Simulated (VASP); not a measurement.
Input of a VASP 6.6.1 run:

The input INCAR:

```
SYSTEM = GaN
  AGGAC = 1.0
  AGGAX = 1.0
  ALDAC = 0.0
  ALDAX = 1.0
  ALGO = Normal
  EDIFF = 1E-6
  ENCUT = 910
  GGA = B5
  GGA_COMPAT = .False.
  ISIF = 2
  ISMEAR = 0
  LASPH = .True.
  LCHARG = .False.
  LREAL = .False.
  LWAVE = .False.
  NBANDS = 16
  NELM = 120
  PREC = Accurate
  SIGMA = 0.01
```

Contents of KPOINTS:

```
k-points
0
Gamma
  8 8 8
  0 0 0
```

Contents of POSCAR:

```
GaN
1.0
    0.0000000000      2.1352350000      2.1352350000
    2.1352350000      0.0000000000      2.1352350000
    2.1352350000      2.1352350000      0.0000000000
Ga N
1 1
Direct
    0.0000000000      0.0000000000      0.0000000000
    0.5000000000      0.5000000000      0.5000000000
```

Potentials or basis: VASP PAW PBE potentials, release 64 (Ga_d, N_h).

Command:

```console
$ cat potpaw_PBE.64/Ga_d/POTCAR potpaw_PBE.64/N_h/POTCAR > POTCAR
$ mpirun -np 1 vasp_std > vasp.out
```

(1) Predict the pressure.

(2) What does it give for the band gap on the k mesh?

Results:

(1) 8.6 GPa.

(2) 0.33 eV, indirect (least direct gap 2.44 eV).

Caveat: the cutoff is under 1.25 times the usual one of these potentials, so pressure, stress and relaxed cells hold a basis-set (Pulay) error; the PAW data sets were made with another functional, which shifts forces and pressure a little.
